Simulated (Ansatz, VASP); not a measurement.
**FeO: VASP beside Ansatz**

```
Fe O
1.0
     0.00000    2.15540    2.15540
     2.15540    0.00000    2.15540
     2.15540    2.15540    0.00000
Fe O
1 1
Direct
  0.00000 0.00000 0.00000
  0.50000 0.50000 0.50000
```

Alike in both runs: task single point; functional PBE; k mesh 11 × 11 × 11; occupations gaussian, width 0.018 eV; collinear spin.

|  | VASP | Ansatz |
| --- | --- | --- |
| version | VASP 6.6.1 | Ansatz 0.2.0 |
| potentials or method | VASP PAW PBE potentials, release 64 (Fe, O) | Ansatz PAW |
| plane-wave cutoff (eV) | 520 | 420 |
| valence electrons in the cell | 14 | 22 |

Ansatz gave:

- gap on the k mesh at the Fermi level (eV): none
- pressure (GPa): -0.3
- net moment per atom (μB): 2.00
- size of the moment on the site where the two differ most (μB): 3.45

**Question.** What did VASP give for the same quantities?

**Answer.** gap on the k mesh at the Fermi level (eV): none; pressure (GPa): -0.2; net moment per atom (μB): 2.00; size of the moment on the site where the two differ most (μB): 3.62.

Site moments also hang on the region over which each program counts them. A gap of «none» marks a metal or a gap that the smearing closes. VASP's potentials hold 14 valence electrons a cell and Ansatz's 22, so a difference there can come from the potentials and not from the codes.
